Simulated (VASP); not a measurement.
Runs of VASP 6.6.1 on ZrN. The structure is cubic, space group Fm-3m (No. 225). The conventional cell has a = 4.600 Å, b = 4.600 Å, c = 4.600 Å, α = 90.00°, β = 90.00°, γ = 90.00°. Within 3.0 Å of Zr (site symmetry m-3m) lie 6 N at 2.30 Å. N (site symmetry m-3m) has 6 Zr at 2.30 Å within 3.0 Å. 

| level | k mesh | cutoff (eV) | smearing | gap on the mesh (eV) | pressure (GPa) |
| --- | --- | --- | --- | --- | --- |
| RPBE | 10 × 10 × 10 | 600 | fermi-dirac 0.05 eV | none | (a) |
| PBE | 4 × 4 × 4 | 600 | fermi-dirac 0.03 eV | none | (b) |
| PBE | 10 × 10 × 10 | 600 | gaussian 0.03 eV | none | -0.7 |
| r2SCAN+D4 | 10 × 10 × 10 | 660 | methfessel-paxton 0.1 eV | none | -3.6 |
| PBEsol | 10 × 10 × 10 | 600 | gaussian 0.1 eV | none | -7.6 |

Alike in all rows: no spin polarisation.

Estimate the missing entries.

(a) 3.1; (b) -0.5.

Caveats: some runs use coarse meshes; the PAW data sets were made with another functional, which shifts forces and pressure a little (at least some runs); the cell stands under tension (at least some runs); the cell stands under pressure (at least some runs).

A k mesh can miss the band edges, and the runs leave out spin-orbit coupling on Zr.

A gap of «none» marks levels without a gap at the run's occupations.
